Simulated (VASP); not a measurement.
A run of VASP 6.6.1:

File INCAR:

```
PREC = Accurate
ENCUT = 520
EDIFF = 1E-6
ISMEAR = 0
SIGMA = 0.1
LREAL = F
LASPH = T
NELM = 60
ALGO = Normal
ISIF = 2
LWAVE = F
LCHARG = T
GGA = PE
LELF = T
LVHAR = T
NBANDS = 24
```

Contents of KPOINTS:

```
Automatic mesh
0
Gamma
  6 6 4
```

The input POSCAR:

```
SnSbS2
1.0
    3.8077472539     -0.0000000025      0.0000000000
   -1.9038736248      3.2976058543      0.0000000000
    0.0000000000      0.0000000000      7.7205105466
Sn Sb S
1 1 2
Direct
    0.0000000000      0.0000000000      0.0000000000
    0.0000000000      0.0000000000      0.5000000000
    0.3333333333      0.6666666667      0.2673361244
    0.6666666667      0.3333333333      0.7326638756
```

Potentials or basis: VASP PAW PBE potentials, release 64 (Sn_d, Sb, S).

Launch:

```console
$ cat potpaw_PBE.64/Sn_d/POTCAR potpaw_PBE.64/Sb/POTCAR potpaw_PBE.64/S/POTCAR > POTCAR
$ mpirun -np 1 vasp_std > vasp.out
```

Hardware: 1 thread of Intel(R) Xeon(R) Platinum 8375C CPU @ 2.90GHz (Ice Lake), with other jobs on the host.

Task: Estimate the wall time of this run.

Result: Run time: 63 s on 1 thread of Intel(R) Xeon(R) Platinum 8375C CPU @ 2.90GHz (Ice Lake), with other jobs on the host, peak memory 0.23 GiB. Counts: scf iterations 12, k points 24.
